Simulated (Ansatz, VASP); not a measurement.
TiO2: VASP beside Ansatz

The input INCAR:

```
SYSTEM = TiO2
  AGGAC = 1.0
  AGGAX = 1.0
  ALDAC = 0.0
  ALDAX = 1.0
  ALGO = Normal
  EDIFF = 1E-7
  ENCUT = 520
  GGA = B5
  ISIF = 2
  ISMEAR = -1
  LASPH = .TRUE.
  LCHARG = .FALSE.
  LREAL = .FALSE.
  LWAVE = .FALSE.
  NBANDS = 33
  NELM = 100
  PREC = Accurate
  SIGMA = 0.05
```

The input KPOINTS:

```
k-points
0
G
  10 10 10
  0 0 0
```

Contents of POSCAR:

```
TiO2
1.0
   -1.9292094213      1.9292094213      4.8506040801
    1.9292094213     -1.9292094213      4.8506040801
    1.9292094213      1.9292094213     -4.8506040801
Ti O
2 4
Direct
    0.7500000000      0.2500000000      0.5000000000
    0.0000000000      0.0000000000      0.0000000000
    0.7919000000      0.7919000000      0.0000000000
    0.5419000000      0.0419000000      0.5000000000
    0.9581000000      0.4581000000      0.5000000000
    0.2081000000      0.2081000000      0.0000000000
```

The input input.yaml:

```yaml
crystal:
  lattice:
    - [-1.9292094213, 1.9292094213, 4.8506040801]
    - [1.9292094213, -1.9292094213, 4.8506040801]
    - [1.9292094213, 1.9292094213, -4.8506040801]
  atoms:
    - { symbol: Ti, position: [0.75, 0.25, 0.5] }
    - { symbol: Ti, position: [0.0, 0.0, 0.0] }
    - { symbol: O, position: [0.7919, 0.7919, 0.0] }
    - { symbol: O, position: [0.5419, 0.0419, 0.5] }
    - { symbol: O, position: [0.9581, 0.4581, 0.5] }
    - { symbol: O, position: [0.2081, 0.2081, 0.0] }
hamiltonian:
  xc: blyp
  pseudopotentials: { kind: paw }
kpoints:
  mp_grid: { grid: [10, 10, 10] }
scf:
  occupations: { method: fermi_dirac, width: 0.05 }
output:
  forces: true
  stress: true
  eigenvalues: true
```

Alike in both runs: task single point; functional BLYP; k mesh 10 × 10 × 10; occupations fermi-dirac, width 0.05 eV; no spin polarisation.

|  | VASP | Ansatz |
| --- | --- | --- |
| version | VASP 6.6.1 | Ansatz 0.2.0 |
| potentials or method | VASP PAW PBE potentials, release 64 (Ti_sv, O) | Ansatz PAW |
| plane-wave cutoff (eV) | 520 | 420 |
| valence electrons in the cell | 48 | 48 |

Ansatz gave:

```
gap on the k mesh at the Fermi level (eV)                     : 1.99
least direct gap on the mesh (eV)                             : 2.32
pressure (GPa)                                                : -2.2
traceless stress, the component that is largest in VASP (GPa) : 0.79
rms of the force components (eV/Å)                            : 0.066
```

Problem. Which values does VASP return?

Solution. gap on the k mesh at the Fermi level (eV): 1.97; least direct gap on the mesh (eV): 2.29; pressure (GPa): -1.3; traceless stress, the component that is largest in VASP (GPa): 0.78; rms of the force components (eV/Å): 0.054.

VASP's potentials were made for PBE, not for BLYP. Atom by atom the forces differ by 0.012 eV/Å (rms over components).
